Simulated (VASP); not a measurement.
Input of a VASP 6.6.1 run:

The input INCAR:

```
SYSTEM = C21O
  PREC = Accurate
  ENCUT = 520
  EDIFF = 1E-6
  ISMEAR = 0
  SIGMA = 0.05
  LREAL = Auto
  LASPH = .TRUE.
  NELM = 60
  ALGO = Normal
  ISIF = 2
  LWAVE = .FALSE.
  LCHARG = .FALSE.
  LDIPOL = .TRUE.
  IDIPOL = 3
  DIPOL = 0.5 0.5 0.295
  GGA = PE
  IVDW = 12
  NBANDS = 62
```

File KPOINTS:

```
Automatic mesh
0
G
  5 8 1
  0 0 0
```

POSCAR

```
C21O
1.0
    5.0304222913      0.0000000000      0.0000000000
    0.0000000000      3.5570457144      0.0000000000
    0.0000000000      0.0000000000     23.8251416051
C O
21 1
Direct
    0.2500000000      0.0000000000      0.1678898731
    0.7500000000      0.0000000000      0.1678898731
    0.0000000000      0.2500000000      0.1678898731
    0.5000000000      0.2500000000      0.1678898731
    0.0000000000      0.5000000000      0.2206746831
    0.5000000000      0.5000000000      0.2206746831
    0.2500000000      0.7500000000      0.2206746831
    0.7500000000      0.7500000000      0.2206746831
    0.2500000000      0.0023818432      0.2733210081
    0.7500000000      0.0023818432      0.2733210081
    0.0000000000      0.2476181568      0.2733210081
    0.5000000000      0.2476181568      0.2733210081
    0.0000000000      0.5094747646      0.3275705903
    0.5000000000      0.5094747646      0.3275705903
    0.2500000000      0.7405252354      0.3275705903
    0.7500000000      0.7405252354      0.3275705903
    0.2500000000      0.0286707501      0.3725115994
    0.7500000000      0.0286707501      0.3725115994
    0.0000000000      0.2213292499      0.3725115994
    0.5000000000      0.2213292499      0.3725115994
    0.2500000000      0.5286707501      0.5425000959
    0.2500000000      0.5286707501      0.4942317574
```

Potentials or basis: VASP PAW PBE potentials, release 64 (C, O).

The run is started by

```console
$ cat potpaw_PBE.64/C/POTCAR potpaw_PBE.64/O/POTCAR > POTCAR
$ mpirun -np 1 vasp_std > vasp.out
```

**Question.** What does it give for the band gap on the k mesh?

**Answer.** Zero (bands 45 and 46 overlap by 0.03 eV).

**Question.** Predict the largest force.

**Answer.** 4.364 eV/Å.

**Question.** What does it give for the dispersion energy per atom?

**Answer.** -0.142 eV.

Forces in eV/Å, atoms in the order of the input:
```
C    0.000  4.262  0.936
C    0.000  4.258  0.942
C   -0.001 -4.260  0.938
C    0.001 -4.260  0.938
C   -0.002  1.064 -0.969
C    0.002  1.064 -0.969
C    0.000 -1.066 -0.961
C    0.000 -1.060 -0.975
C    0.000 -0.008 -0.003
C    0.000 -0.009  0.021
C    0.000  0.008  0.010
C    0.000  0.008  0.010
C    0.006  0.007 -0.010
C   -0.006  0.007 -0.010
C    0.000  0.007  0.003
C    0.000 -0.010 -0.031
C    0.000  0.006  0.000
C    0.000 -0.008  0.072
C   -0.003 -0.016  0.013
C    0.003 -0.016  0.013
C    0.000 -0.002 -0.709
O    0.000  0.024  0.740
```
